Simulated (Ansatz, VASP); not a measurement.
SiO2 in VASP and in Ansatz

File INCAR:

```
SYSTEM = SiO2
  PREC = Accurate
  ENCUT = 520
  EDIFF = 1E-6
  ISMEAR = 0
  SIGMA = 0.05
  LREAL = .False.
  LASPH = .True.
  NELM = 80
  ALGO = Normal
  ISIF = 2
  LWAVE = .False.
  LCHARG = .False.
  GGA = PE
  NBANDS = 25
```

File KPOINTS:

```
regular mesh
0
Gamma
  6 6 8
  0 0 0
```

POSCAR

```
SiO2
1.0
    4.2358788266      0.0000000000      0.0000000000
    0.0000000000      4.5323903445      0.0000000000
    0.0000000000      0.0000000000      2.6897743046
Si O
2 4
Direct
    0.5000000000      0.5000000000      0.5000000000
    0.0000000000      0.0000000000      0.0000000000
    0.7023276386      0.6836979468      0.0000000000
    0.2023276386      0.8163020532      0.5000000000
    0.2976723614      0.3163020532      0.0000000000
    0.7976723614      0.1836979468      0.5000000000
```

Input for Ansatz:

```yaml
crystal:
  lattice:
    - [4.2358788266, 0.0, 0.0]
    - [0.0, 4.5323903445, 0.0]
    - [0.0, 0.0, 2.6897743046]
  atoms:
    - { symbol: Si, position: [0.5, 0.5, 0.5] }
    - { symbol: Si, position: [0.0, 0.0, 0.0] }
    - { symbol: O, position: [0.7023276386, 0.6836979468, 0.0] }
    - { symbol: O, position: [0.2023276386, 0.8163020532, 0.5] }
    - { symbol: O, position: [0.2976723614, 0.3163020532, 0.0] }
    - { symbol: O, position: [0.7976723614, 0.1836979468, 0.5] }
basis:
  ecutwfc: 520.0
kpoints:
  mp_grid: { grid: [6, 6, 8] }
hamiltonian:
  xc: pbe
  pseudopotentials: { kind: paw, azcp: { folder: soft_1 } }
scf:
  occupations: { method: gaussian, width: 0.05 }
output:
  forces: true
  stress: true
  eigenvalues: true
  write_density: true
  write_potential: true
  elf: true
  volumetric_format: npy
```

Change from the starting cell: mode 4 frozen in at +0.056 Å, normal strain along y +0.0700.

Alike in both runs: task single point; functional PBE; k mesh 6 × 6 × 8; occupations gaussian, width 0.05 eV; no spin polarisation.

```csv
,VASP,Ansatz
version,VASP 6.6.1,Ansatz 0.2.0
potentials or method,"VASP PAW PBE potentials, release 64 (Si, O), cutoff 520 eV","scalar-relativistic, plane waves, PAW"
valence electrons in the cell,32,32
```

```csv
,VASP,Ansatz,Ansatz less VASP
gap on the k mesh at the Fermi level (eV),4.09,4.11,+0.024
least direct gap on the mesh (eV),4.09,4.11,+0.024
pressure (GPa),-15.7,-15.9,-0.25
"traceless stress, the component that is largest in VASP (GPa)",-10.52,-10.25,+0.265
rms of the force components (eV/Å),0.343,0.356,+0.0127
```

Atom by atom the forces differ by 0.013 eV/Å (rms over components).
